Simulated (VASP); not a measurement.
Wanted: the native input for a VASP 6.6.1 run.

```
Task                   : single point
Functional             : revPBE
Potentials or basis    : VASP PAW PBE potentials, release 64 (Be)
Cutoff                 : 520 eV
k mesh                 : 16 × 16 × 9
Occupations            : fermi-dirac, width 0.1 eV
Spin                   : non-collinear spin, zero start, spin-orbit coupling
Starting moments       : [[0.0, 0.0, 0.0], [0.0, 0.0, 0.0]] μB
Dipole correction      : no
Further INCAR settings : ALGO = Normal; EDIFF = 1e-06; NBANDS = 16
```

The structure of Be lies in POSCAR:

```
Be
1.0
    2.2826652390      0.0000000000      0.0000000000
   -1.1413326195      1.9768460853      0.0000000000
    0.0000000000      0.0000000000      3.5829428831
Be
2
Direct
    0.3333333333      0.6666666667      0.2500000000
    0.6666666667      0.3333333333      0.7500000000
```

These files were run (other wordings do the same):

INCAR

```
PREC = Accurate
ENCUT = 520
EDIFF = 1E-6
ISMEAR = -1
SIGMA = 0.1
LREAL = False
LASPH = True
NELM = 150
ALGO = Normal
ISIF = 2
LWAVE = False
LCHARG = True
MAGMOM = 0 0 0 0 0 0
LORBIT = 11
LSORBIT = True
GGA_COMPAT = False
LORBMOM = True
GGA = RE
LVHAR = True
NBANDS = 16
```

KPOINTS

```
regular mesh
0
Gamma
  16 16 9
```

Potentials or basis: VASP PAW PBE potentials, release 64 (Be).

Run with:

```bash
$ cat potpaw_PBE.64/Be/POTCAR > POTCAR
$ mpirun -np 1 vasp_ncl > vasp.out
```

Results of the run:

```
Pressure                                              : 0.0 GPa
Net moment                                            : 0.00 μB per cell
Valence electrons inside the program's atomic spheres : Be 1.15
```

Caveat: the PAW data sets were made with another functional, which shifts forces and pressure a little.

It took 52 s on 1 thread of Intel Xeon 6975P-C (shared host), peak memory 0.19 GiB.
